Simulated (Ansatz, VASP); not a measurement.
**AgI: VASP beside Ansatz**

Contents of POSCAR:

```
AgI
1.0
    4.6508717532      0.0000000000      0.0000000000
   -2.3254358766      4.0277730880      0.0000000000
    0.0000000000      0.0000000000      7.5992966930
Ag I
2 2
Direct
    0.3333333333      0.6666666667      0.0000048562
    0.6666666667      0.3333333333      0.5000048562
    0.3333333333      0.6666666667      0.3749951438
    0.6666666667      0.3333333333      0.8749951438
```

The input INCAR.step1:

```
SYSTEM = AgI
PREC = Accurate ; ENCUT = 550
ISMEAR = 0 ; SIGMA = 0.01
LREAL = .False. ; LASPH = .True.
NELM = 120 ; NBANDS = 26
GGA = PE ; ALGO = Normal
EDIFF = 1E-5 ; LWAVE = .True.
LCHARG = .False. ; GGA_COMPAT = .False.
```

The input INCAR.step2:

```
SYSTEM = AgI
PREC = Accurate ; ENCUT = 550
EDIFF = 1E-6 ; ISMEAR = 0
SIGMA = 0.01 ; LREAL = .False.
LASPH = .True. ; NELM = 120
ALGO = Normal ; ISIF = 2
LWAVE = .False. ; LCHARG = .True.
METAGGA = R2SCAN ; LMIXTAU = .True.
LELF = .True. ; LVHAR = .True.
NBANDS = 26 ; ISTART = 1
GGA_COMPAT = .False.
```

File KPOINTS:

```
regular mesh
0
Gamma
  6 6 4
  0 0 0
```

Input for Ansatz:

```yaml
crystal:
  lattice:
    - [4.6508717532, 0.0, 0.0]
    - [-2.3254358766, 4.027773088, 0.0]
    - [0.0, 0.0, 7.599296693]
  atoms:
    - { symbol: Ag, position: [0.3333333333, 0.6666666667, 4.8562e-06] }
    - { symbol: Ag, position: [0.6666666667, 0.3333333333, 0.5000048562] }
    - { symbol: I, position: [0.3333333333, 0.6666666667, 0.3749951438] }
    - { symbol: I, position: [0.6666666667, 0.3333333333, 0.8749951438] }
kpoints:
  mp_grid: { grid: [6, 6, 4] }
hamiltonian:
  xc: r2scan
scf:
  occupations: { method: fixed }
  n_extra_bands: 5
output:
  forces: true
  stress: true
  eigenvalues: true
```

Alike in both runs: task single point; functional r2SCAN; k mesh 6 × 6 × 4; no spin polarisation.

|  | VASP | Ansatz |
| --- | --- | --- |
| version | VASP 6.6.1 | Ansatz 0.2.0 |
| potentials or method | VASP PAW PBE potentials, release 64 (Ag, I) | plane waves, PAW |
| plane-wave cutoff (eV) | 550 | 500 |
| occupations | gaussian, width 0.01 eV | fixed |
| valence electrons in the cell | 36 | 72 |

Ansatz gave:

```
gap on the k mesh at the Fermi level (eV) : 1.86
pressure (GPa)                            : 0.0
```

Q: Which values does VASP return?

A: gap on the k mesh at the Fermi level (eV): 1.83; pressure (GPa): -0.1.

VASP's potentials were made for PBE, not for r2SCAN. VASP's potentials hold 36 valence electrons a cell and Ansatz's 72, so a difference there can come from the potentials and not from the codes.

Neither program's run includes spin-orbit coupling.
